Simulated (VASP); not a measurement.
Set up this calculation in VASP 6.6.1, as the native input.

```yaml
Task: single point
Functional: r2SCAN
Potentials_or_basis: VASP PAW PBE potentials, release 64 (Zn, Se)
Cutoff: 520 eV
k_mesh: 8 × 8 × 8
Occupations: gaussian, width 0.01 eV
Spin: no spin polarisation
Dipole_correction: no
Further_INCAR_settings: ALGO = Normal; EDIFF = 1e-06; NBANDS = 16
```

ZnSe:

```
Zn Se
1.0
     2.75042    2.75042    0.00000
    -2.75042    2.75042    0.00000
     0.00000    2.75042    2.75042
Zn Se
1 1
Direct
  0.00000 0.00000 0.00000
  0.75000 0.25000 0.50000
```

One way to write it, as run:

POSCAR

```
ZnSe
1.0
    2.7504234151      2.7504234151      0.0000000000
   -2.7504234151      2.7504234151      0.0000000000
    0.0000000000      2.7504234151      2.7504234151
Zn Se
1 1
Direct
    0.0000000000      0.0000000000      0.0000000000
    0.7500000000      0.2500000000      0.5000000000
```

INCAR.step1

```
SYSTEM = ZnSe
ALGO = Normal
EDIFF = 1E-4
ENCUT = 520
GGA = PE
ISMEAR = 0
LASPH = .TRUE.
LCHARG = .FALSE.
LREAL = .FALSE.
LWAVE = .TRUE.
NBANDS = 16
NELM = 80
PREC = Accurate
SIGMA = 0.01
```

INCAR.step2

```
SYSTEM = ZnSe
ALGO = Normal
EDIFF = 1E-6
ENCUT = 520
ISIF = 2
ISMEAR = 0
ISTART = 1
LASPH = .TRUE.
LCHARG = .FALSE.
LMIXTAU = .TRUE.
LREAL = .FALSE.
LWAVE = .FALSE.
METAGGA = R2SCAN
NBANDS = 16
NELM = 80
PREC = Accurate
SIGMA = 0.01
```

KPOINTS

```
k-points
0
G
  8 8 8
  0 0 0
```

Potentials or basis: VASP PAW PBE potentials, release 64 (Zn, Se).

Launch:

```sh
$ cat potpaw_PBE.64/Zn/POTCAR potpaw_PBE.64/Se/POTCAR > POTCAR
$ cp INCAR.step1 INCAR
$ mpirun -np 1 vasp_std > vasp.out
$ cp INCAR.step2 INCAR
$ mpirun -np 1 vasp_std > vasp.out
```

Results of the run:

| Quantity | Value |
| --- | --- |
| Pressure | 7.2 GPa |
| Band gap on the k mesh | 2.27 eV, direct |

Caveat: the PAW data sets were made with another functional, which shifts forces and pressure a little.

Run time: 83 s on 1 thread of Intel(R) Xeon(R) Platinum 8259CL CPU @ 2.50GHz (Skylake/Cascade Lake) (shared host), peak memory 0.17 GiB.
